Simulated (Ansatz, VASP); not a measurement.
# One calculation of Zr, two programs

File INCAR:

```
SYSTEM = Zr
PREC     = Accurate       ! precision mode
ENCUT    = 520            ! plane-wave cutoff, eV
EDIFF    = 1E-7           ! SCF threshold, eV
ISMEAR   = -1             ! smearing method
SIGMA    = 0.08           ! smearing width, eV
LREAL    = .False.        ! projectors in reciprocal space
LASPH    = .True.         ! aspherical terms in the spheres
NELM     = 80             ! most SCF steps
ALGO     = Normal         ! electronic algorithm
ISIF     = 2              ! what is computed and relaxed
LWAVE    = .False.        ! write WAVECAR
LCHARG   = .False.        ! write CHGCAR
GGA      = PE             ! functional
NBANDS   = 19             ! bands
```

The input KPOINTS:

```
regular mesh
0
Gamma
  13 13 7
  0 0 0
```

POSCAR

```
Zr
1.0
    3.2319982225      0.0000000000      0.0000000000
   -1.6159991112      2.7989925656      0.0000000000
    0.0000000000      0.0000000000      5.1470000000
Zr
2
Direct
    0.3333333333      0.6666666667      0.2500000000
    0.7004791795      0.3580858106      0.7634606567
```

Input for Ansatz:

```yaml
crystal:
  lattice:
    - [3.2319982225, 0.0, 0.0]
    - [-1.6159991112, 2.7989925656, 0.0]
    - [0.0, 0.0, 5.147]
  atoms:
    - { symbol: Zr, position: [0.3333333333, 0.6666666667, 0.25] }
    - { symbol: Zr, position: [0.7004791795, 0.3580858106, 0.7634606567] }
kpoints:
  mp_grid: { grid: [13, 13, 7] }
scf:
  occupations: { method: fermi_dirac, width: 0.08 }
hamiltonian:
  xc: pbe
  pseudopotentials: { kind: all_electron, lapw: { basis_error: 0.001 } }
output:
  forces: true
  stress: true
  eigenvalues: true
```

Alike in both runs: task single point; functional PBE; k mesh 13 × 13 × 7; occupations fermi-dirac, width 0.08 eV; no spin polarisation.

|  | VASP | Ansatz |
| --- | --- | --- |
| version | VASP 6.6.1 | Ansatz 0.2.0 |
| potentials or method | VASP PAW PBE potentials, release 64 (Zr_sv), cutoff 520 eV | all-electron LAPW, scalar-relativistic |

```csv
,VASP,Ansatz,Ansatz less VASP
pressure (GPa),0.6,0.6,+0.01
"traceless stress, the component that is largest in VASP (GPa)",-0.79,-0.79,0.000
rms of the force components (eV/Å),0.175,0.175,-0.0002
```

Atom by atom the forces differ by 0.000 eV/Å (rms over components). Ansatz ran all-electron here, and VASP with PAW potentials.
